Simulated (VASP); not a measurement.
# GaN (P6_3mc) in VASP: further runs

GaN is run at these levels: RPBE+D4, revPBE+D3(BJ); tasks: single point.

Everything below comes from runs of VASP 6.6.1. Logs are shortened: lines on timing, memory, paths and dates and some standing lists are left out, and cuts for length are marked.

## (1) The cell of the first run

Symmetry: P6_3mc, No. 186, hexagonal system. The conventional cell has a = 3.212 Å, b = 3.212 Å, c = 5.235 Å, α = 90.00°, β = 90.00°, γ = 120.00°. Ga (site symmetry 3m) has 4 N at 1.96 to 1.97 Å within 2.6 Å. N (site symmetry 3m) has 4 Ga at 1.96 to 1.97 Å within 2.6 Å.

## (2) Single point, RPBE+D4 (volume scaled by 1.04)

Contents of INCAR:

```
PREC = Accurate
ENCUT = 520
EDIFF = 1E-6
ISMEAR = 0
SIGMA = 0.05
LREAL = F
LASPH = T
NELM = 60
ALGO = Normal
ISIF = 2
LWAVE = F
LCHARG = F
GGA = RP
IVDW = 13
NBANDS = 26
```

Contents of KPOINTS:

```
regular mesh
0
Gamma
  8 8 6
```

Contents of POSCAR:

```
GaN
1.0
    3.2118097843      0.0000000001      0.0000000000
   -1.6059048922      2.7815088653      0.0000000000
    0.0000000000      0.0000000000      5.2354757380
Ga N
2 2
Direct
    0.3333333333      0.6666666667     -0.0007355918
    0.6666666667      0.3333333333      0.4992644082
    0.3333333333      0.6666666667      0.3757355918
    0.6666666667      0.3333333333      0.8757355918
```

Potentials or basis: VASP PAW PBE potentials, release 64 (Ga_d, N).

Launch:

```bash
cat potpaw_PBE.64/Ga_d/POTCAR potpaw_PBE.64/N/POTCAR > POTCAR
mpirun -np 1 vasp_std > vasp.out
```

OUTCAR:

```text
PREC = Accurate
   ENCUT = 520
   EDIFF = 1E-6
   ISMEAR = 0
   LREAL = F
   LASPH = T
   NELM = 60
   ISIF = 2
   GGA = RP
   IVDW = 13

 ion  position               nearest neighbor table
   1  0.333  0.667  0.999-   4 1.96   4 1.96   4 1.96   3 1.97
   2  0.667  0.333  0.499-   3 1.96   3 1.96   3 1.96   4 1.97
   3  0.333  0.667  0.376-   2 1.96   2 1.96   2 1.96   1 1.97
   4  0.667  0.333  0.876-   1 1.96   1 1.96   1 1.96   2 1.97

  LATTYP: Found a hexagonal cell.
 ALAT       =     3.2118097843
 C/A-ratio  =     1.6300702998

  Lattice vectors:

 A1 = (   3.2118097843,   0.0000000001,   0.0000000000)
 A2 = (  -1.6059048922,   2.7815088653,   0.0000000000)
 A3 = (   0.0000000000,   0.0000000000,   5.2354757380)

Analysis of symmetry for initial positions (statically):
=====================================================================
 Subroutine PRICEL returns:
 Original cell was already a primitive cell.

 Routine SETGRP: Setting up the symmetry group for a
 hexagonal supercell.

 Subroutine GETGRP returns: Found 12 space group operations
 (whereof  6 operations were pure point group operations)
 out of a pool of 24 trial point group operations.

The static configuration has the point symmetry C_3v.
 The point group associated with its full space group is C_6v.

Analysis of symmetry for dynamics (positions and initial velocities):
=====================================================================
 Subroutine PRICEL returns:
 Original cell was already a primitive cell.

 Routine SETGRP: Setting up the symmetry group for a
 hexagonal supercell.

 Subroutine GETGRP returns: Found 12 space group operations
 (whereof  6 operations were pure point group operations)
 out of a pool of 24 trial point group operations.

The dynamic configuration has the point symmetry C_3v.
 The point group associated with its full space group is C_6v.

 Subroutine INISYM returns: Found 12 space group operations
 (whereof  6 operations are pure point group operations),
 and found     1 'primitive' translations

----------------------------------------------------------------------------------------

                                     Primitive cell

  volume of cell :      46.7721

  direct lattice vectors                    reciprocal lattice vectors
     3.211809784  0.000000000  0.000000000     0.311350941  0.179758550  0.000000000
    -1.605904892  2.781508865  0.000000000    -0.000000000  0.359517100  0.000000000
     0.000000000  0.000000000  5.235475738     0.000000000  0.000000000  0.191004610

  length of vectors
     3.211809784  3.211809784  5.235475738     0.359517100  0.359517100  0.191004610

  position of ions in fractional coordinates (direct lattice)
     0.333333333  0.666666667  0.999264408
     0.666666667  0.333333333  0.499264408
     0.333333333  0.666666667  0.375735592
     0.666666667  0.333333333  0.875735592

  ion indices of the primitive-cell ions
   primitive index   ion index
                 1           1
                 2           2
                 3           3
                 4           4

----------------------------------------------------------------------------------------

 KPOINTS: regular mesh

Automatic generation of k-mesh.
 Grid dimensions read from file:
 generate k-points for:    8    8    6

 Generating k-lattice:

  Cartesian coordinates                     Fractional coordinates (reciprocal lattice)
     0.038918868  0.022469819  0.000000000     0.125000000  0.000000000  0.000000000
    -0.000000000  0.044939637  0.000000000     0.000000000  0.125000000  0.000000000
     0.000000000  0.000000000  0.031834102     0.000000000  0.000000000  0.166666667

  Length of vectors
     0.044939637  0.044939637  0.031834102

  Shift w.r.t. Gamma in fractional coordinates (k-lattice)
     0.000000000  0.000000000  0.000000000

 Subroutine IBZKPT returns following result:
 ===========================================

 Found     40 irreducible k-points:

 Following reciprocal coordinates:
            Coordinates               Weight
  0.000000  0.000000  0.000000      1.000000
  0.125000  0.000000  0.000000      6.000000
  0.250000  0.000000  0.000000      6.000000
  0.375000  0.000000  0.000000      6.000000
  0.500000  0.000000  0.000000      3.000000
  0.125000  0.125000  0.000000      6.000000
[... 16 lines left out ...]
  0.250000  0.000000  0.333333     12.000000
  0.375000  0.000000  0.333333     12.000000
 [... further k-points ...]
   k-points           NKPTS =     40   k-points in BZ     NKDIM =     40   number of bands    NBANDS=     26
   number of dos      NEDOS =    301   number of ions     NIONS =      4
   total plane-waves  NPLWV =  23040
   dimension x,y,z NGX =    24 NGY =   24 NGZ =   40
   dimension x,y,z NGXF=    48 NGYF=   48 NGZF=   80
   ions per type =               2   2
   NGX,Y,Z   is equivalent  to a cutoff of  12.42, 12.42, 12.70 a.u.
   NGXF,Y,Z  is equivalent  to a cutoff of  24.85, 24.85, 25.40 a.u.
 SYSTEM =  unknown system
   PREC   = accura    normal or accurate (medium, high low for compatibility)
   ISTART =      0    job   : 0-new  1-cont  2-samecut
   ICHARG =      2    charge: 1-file 2-atom 10-const
   ISPIN  =      1    spin polarized calculation?
   LNONCOLLINEAR =      F non collinear calculations
   LSORBIT =      F    spin-orbit coupling
   LASPH  =      T    aspherical Exc in radial PAW
   ENCUT  =  520.0 eV  38.22 Ry    6.18 a.u.   5.97  5.97  9.73*2*pi/ulx,y,z
   NELM   =     60;   NELMIN=  2; NELMDL= -5     # of ELM steps
   EDIFF  = 0.1E-05   stopping-criterion for ELM
   LREAL  =      F    real-space projection
   EDIFFG = 0.1E-04   stopping-criterion for IOM
   NSW    =      0    number of steps for IOM
   IBRION =     -1    ionic relax: 0-MD 1-quasi-New 2-CG
   NFREE  =      0    steps in history (QN), initial steepest desc. (CG)
   ISIF   =      2    stress and relaxation
   ISYM   =      2    0-nonsym 1-usesym 2-fastsym
   POTIM  = 0.5000    time-step for ionic-motion
   TEBEG  =    0.0;   TEEND  =   0.0 temperature during run
   PSTRESS=    0.0 pullay stress
   NELECT =      36.0000    total number of electrons
   NUPDOWN=      -1.0000    fix difference up-down
   EMIN   =  10.00;   EMAX   =-10.00  energy-range for DOS
   EFERMI =   0.00;   METHOD = LEGACY
   ISMEAR =     0;   SIGMA  =   0.05  broadening in eV -4-tet -1-fermi 0-gaus
   EFERMI_NEDOS =   21; number of points for ismear=-14 and -15
   IALGO  =     38    algorithm
   IMIX   =      4    mixing-type and parameters
     AMIX     =   0.40;   BMIX     =  1.00
     AMIX_MAG =   1.60;   BMIX_MAG =  1.00
  volume/ion in A,a.u.               =      11.69        78.91
  Fermi-wavevector in a.u.,A,eV,Ry     =   1.500307  2.835169 30.625649  2.250922
  Thomas-Fermi vector in A             =   2.611824
   LORBIT       =      0    0 simple, 1 ext, 2 COOP (PROOUT), +10 PAW based schemes
   GGA     = RP    functional components
   LHFCALC =     F    Hartree Fock is set to
   AEXX    =    0.0000 exact exchange contribution
   IVDW    =    13    specifies the selected vdW correction
   LEPSILON=     F    determine dielectric tensor
   LRPA    =     F    only Hartree local field effects (RPA)
 non-spin polarized calculation
 Gauss-broadening in eV      SIGMA  =   0.05
  energy-cutoff  :      520.00
  volume of cell :       46.77
 maximum number of plane-waves:      1284
 NGX is ok and might be reduce to    24
   NGX = 11   NGY = 11   NGZ = 19

 number of electron      35.9999957 magnetization

 Free energy of the ion-electron system (eV)
  ---------------------------------------------------
  ext. energy  EPLUGINS =         0.00000000
  ---------------------------------------------------
  free energy    TOTEN  =       -22.67222283 eV

  energy without entropy =      -22.67222283  energy(sigma->0) =      -22.67222283

 E-fermi :   5.4118     XC(G=0): -11.3472

 val. band max:        5.2056985324   @ k =   0.0000   0.0000   0.0000
 cond. band min:       7.0153370610   @ k =   0.0000   0.0000   0.0000
 fundamental gap:      1.8096385286
 Fermi energy:         5.4117904960

 k-point     1 :       0.0000    0.0000    0.0000
  band No.  band energies     occupation
      1     -10.6166      2.00000
      2      -9.7784      2.00000
      3      -8.2254      2.00000
      4      -8.2106      2.00000
      5      -8.2106      2.00000
      6      -8.1537      2.00000
[... 18 lines left out ...]
     25      16.8058      0.00000
     26      16.8058      0.00000

 k-point     2 :       0.1250    0.0000    0.0000
  band No.  band energies     occupation
      1     -10.4764      2.00000
      2      -9.7443      2.00000
      3      -8.2093      2.00000
      4      -8.1907      2.00000
      5      -8.1598      2.00000
      6      -8.1343      2.00000
[... 18 lines left out ...]
     25      16.3626      0.00000
     26      17.1209      0.00000

 k-point     3 :       0.2500    0.0000    0.0000
  band No.  band energies     occupation
      1     -10.1515      2.00000
      2      -9.6794      2.00000
      3      -8.1732      2.00000
      4      -8.1557      2.00000
      5      -8.0932      2.00000
      6      -8.0591      2.00000
[... 18 lines left out ...]
     25      16.5885      0.00000
     26      17.7980      0.00000

 k-point     4 :       0.3750    0.0000    0.0000
  band No.  band energies     occupation
      1      -9.8774      2.00000
      2      -9.6382      2.00000
      3      -8.1596      2.00000
      4      -8.1421      2.00000
      5      -8.0590      2.00000
      6      -8.0079      2.00000
[... 18 lines left out ...]
     25      17.0772      0.00000
     26      18.2969      0.00000
[... 496 lines left out ...]
      1     -10.2244      2.00000
      2      -9.8471      2.00000
      3      -8.1906      2.00000
      4      -8.1804      2.00000
      5      -8.1596      2.00000
      6      -8.1477      2.00000
[... 18 lines left out ...]
     25      15.8477      0.00000
     26      16.4183      0.00000

 k-point    23 :       0.2500    0.0000    0.3333
  band No.  band energies     occupation
      1      -9.9706      2.00000
      2      -9.7333      2.00000
      3      -8.1669      2.00000
      4      -8.1330      2.00000
      5      -8.1265      2.00000
      6      -8.0845      2.00000
[... 18 lines left out ...]
     25      16.2644      0.00000
     26      17.2217      0.00000

 k-point    24 :       0.3750    0.0000    0.3333
  band No.  band energies     occupation
      1      -9.7737      2.00000
      2      -9.6551      2.00000
      3      -8.1688      2.00000
      4      -8.1166      2.00000
      5      -8.1030      2.00000
      6      -8.0280      2.00000
[... 18 lines left out ...]
     25      16.4609      0.00000
     26      17.9457      0.00000

 [... further k-points ...]

------------------------ aborting loop because EDIFF is reached ----------------------------------------

  DFT-D4 for vdW energy calculation

  Edisp (eV):   -3.14808

  FORCE on cell =-STRESS in cart. coord.  units (eV):
  Direction    XX          YY          ZZ          XY          YZ          ZX
  --------------------------------------------------------------------------------------
  -------------------------------------------------------------------------------------
  Total      -1.99202    -1.99202    -1.98477    -0.00000     0.00000    -0.00000
  in kB     -68.23654   -68.23654   -67.98846    -0.00000     0.00000    -0.00000
  external pressure =      -68.15 kB  Pullay stress =        0.00 kB

 VOLUME and BASIS-vectors are now :
 -----------------------------------------------------------------------------
  energy-cutoff  :      520.00
  volume of cell :       46.77
      direct lattice vectors                 reciprocal lattice vectors
     3.211809784  0.000000000  0.000000000     0.311350941  0.179758550  0.000000000
    -1.605904892  2.781508865  0.000000000    -0.000000000  0.359517100  0.000000000
     0.000000000  0.000000000  5.235475738     0.000000000  0.000000000  0.191004610

 POSITION                                       TOTAL-FORCE (eV/Angst)
 -----------------------------------------------------------------------------------
     -0.00000      1.85434      5.23162        -0.000000      0.000000     -0.000409
      1.60590      0.92717      2.61389        -0.000000     -0.000000     -0.000409
     -0.00000      1.85434      1.96715         0.000000     -0.000000      0.000409
      1.60590      0.92717      4.58489        -0.000000     -0.000000      0.000409
 -----------------------------------------------------------------------------------
    total drift:                               -0.000001     -0.000001     -0.001315

  FREE ENERGIE OF THE ION-ELECTRON SYSTEM (eV)
  ---------------------------------------------------
  free  energy   TOTEN  =       -25.8203040428 eV

  energy  without entropy=      -25.8203040428  energy(sigma->0) =      -25.82030404
```

It took 48 s on 1 thread of Intel Xeon Platinum 8259CL at 2.50GHz (Skylake/Cascade Lake), shared host; peak memory 0.18 GiB.

Results:

```
Free energy                : -25.8203 eV
Pressure                   : -6.8 GPa
Band gap on the k mesh     : 1.81 eV, direct
Dispersion energy per atom : -0.787 eV
```

Caveat: the PAW data sets were made with another functional, which shifts forces and pressure a little.

## (3) Single point, revPBE+D3(BJ) (volume scaled by 1.02)

Contents of INCAR:

```
SYSTEM = GaN
ALGO = Normal
EDIFF = 1E-6
ENCUT = 520
GGA = RE
ISIF = 2
ISMEAR = 0
IVDW = 12
LASPH = .TRUE.
LCHARG = .TRUE.
LELF = .TRUE.
LREAL = .FALSE.
LVHAR = .TRUE.
LWAVE = .FALSE.
NBANDS = 26
NELM = 80
PREC = Accurate
SIGMA = 0.05
```

Contents of KPOINTS:

```
k-points
0
G
  8 8 6
  0 0 0
```

Contents of POSCAR:

```
GaN
1.0
    3.2136423417      0.0000000001      0.0000000000
   -1.6068211710      2.7830959066      0.0000000000
    0.0000000000      0.0000000000      5.2377999049
Ga N
2 2
Direct
    0.3333333333      0.6666666667     -0.0007740105
    0.6666666667      0.3333333333      0.4992259895
    0.3333333333      0.6666666667      0.3757740105
    0.6666666667      0.3333333333      0.8757740105
```

Potentials or basis: VASP PAW PBE potentials, release 64 (Ga_d, N).

Launch:

```bash
cat potpaw_PBE.64/Ga_d/POTCAR potpaw_PBE.64/N/POTCAR > POTCAR
mpirun -np 1 vasp_std > vasp.out
```

Wall time 42 s (1 thread of Intel Xeon Platinum 8259CL at 2.50GHz (Skylake/Cascade Lake), shared host); peak memory 0.19 GiB.

The run converged. Its results:

```yaml
Free_energy: -24.8456 eV
Pressure: -3.5 GPa
Band_gap_on_the_k_mesh: 1.78 eV, direct
Dispersion_energy_per_atom: -0.478 eV
```

Forces on the atoms (eV/Å):
```
Ga   0.000  0.000 -0.002
Ga   0.000  0.000 -0.002
N    0.000  0.000  0.002
N    0.000  0.000  0.002
```

Levels at points of the mesh, in eV from the valence-band top:
```
           k point  band 15  band 16  band 17  band 18  band 19  band 20  band 21  band 22
(0.00, 0.00, 0.00)    -1.00    -0.04     0.00     0.00     1.78     4.15     9.12     9.81
(0.50, 0.00, 0.00)    -4.07    -2.64    -2.12    -0.96     5.06     5.45     6.05     8.45
(0.00, 0.00, 0.50)    -0.51    -0.51    -0.51    -0.51     4.14     4.14     8.40     8.40
(0.50, 0.00, 0.50)    -1.87    -1.87    -1.84    -1.84     4.38     4.38     7.66     7.66
```

Caveat: the PAW data sets were made with another functional, which shifts forces and pressure a little.
